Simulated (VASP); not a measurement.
Input of a VASP 6.6.1 run:

The input INCAR:

```
PREC = Accurate
ENCUT = 520
EDIFF = 1E-8
ISMEAR = -1
SIGMA = 0.03
LREAL = F
LASPH = T
NELM = 80
ALGO = Normal
ISIF = 2
LWAVE = F
LCHARG = F
GGA = PS
LEFG = T
NBANDS = 18
```

Contents of KPOINTS:

```
regular mesh
0
Gamma
  14 14 8
```

File POSCAR:

```
Au
1.0
    2.9579983786      0.0000000000      0.0000000000
   -1.4789991893      2.5617017403      0.0000000000
    0.0000000000      0.0000000000      4.8800000000
Au
2
Direct
    0.3333333333      0.6666666667      0.7500000000
    0.6666666667      0.3333333333      0.2500000000
```

Potentials or basis: VASP PAW PBE potentials, release 64 (Au).

The run is started by

```console
$ cat potpaw_PBE.64/Au/POTCAR > POTCAR
$ mpirun -np 1 vasp_std > vasp.out
```

Problem. What does it give for the band gap on the k mesh?

Solution. Zero (band 11 reaches 11.50 eV, above the bottom of band 12 at 5.48 eV).

Problem. Estimate the pressure.

Solution. -11.2 GPa.

Stress tensor (GPa, compression positive):
```
-11.40   0.00   0.00
  0.00 -11.40   0.00
  0.00   0.00 -10.83
```

Caveat: the cell differs from its parent crystal (equal xx and yy strain of +2 %); without QUAD_EFG the Cq values of the log hold for a quadrupole moment of 1 mb, not for the nuclei; the PAW data sets were made with another functional, which shifts forces and pressure a little; spin-orbit coupling is left out, which moves the levels of the heavy elements.
